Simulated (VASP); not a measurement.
Write the native input for VASP 6.6.1 that does the following.

```
Task                   : single point
Functional             : PBEsol
Potentials or basis    : VASP PAW PBE potentials, release 64 (Cd, Se)
Cutoff                 : 520 eV
k mesh                 : 10 × 10 × 10
Occupations            : gaussian, width 0.05 eV
Spin                   : no spin polarisation
Dipole correction      : no
Further INCAR settings : ALGO = Normal; EDIFF = 1e-06; NBANDS = 16
```

The structure of CdSe lies in POSCAR:

```
CdSe
1.0
    0.0000000000      2.7565076922      2.7565076922
    2.7565076922      0.0000000000      2.7565076922
    2.9920972163      2.9920972163     -0.2355895241
Cd Se
1 1
Direct
    0.0000000000      0.0000000000      0.0000000000
    0.7500000000      0.7500000000      0.7500000000
```

One way to write it, as run:

INCAR

```
SYSTEM = CdSe
PREC = Accurate
ENCUT = 520
EDIFF = 1E-6
ISMEAR = 0
SIGMA = 0.05
LREAL = .FALSE.
LASPH = .TRUE.
NELM = 80
ALGO = Normal
ISIF = 2
LWAVE = .FALSE.
LCHARG = .FALSE.
GGA = PS
NBANDS = 16
```

KPOINTS

```
Automatic mesh
0
G
  10 10 10
  0 0 0
```

Potentials or basis: VASP PAW PBE potentials, release 64 (Cd, Se).

Command:

```bash
$ cat potpaw_PBE.64/Cd/POTCAR potpaw_PBE.64/Se/POTCAR > POTCAR
$ mpirun -np 1 vasp_std > vasp.out
```

Results of the run:

```
Pressure               : 16.3 GPa
Largest force          : 1.573 eV/Å
Band gap on the k mesh : 0.48 eV, direct
```

Caveat: the PAW data sets were made with another functional, which shifts forces and pressure a little.

Wall time 33 s on 1 thread of Intel(R) Xeon(R) 6975P-C (Granite Rapids) (shared host), peak memory 0.23 GiB.
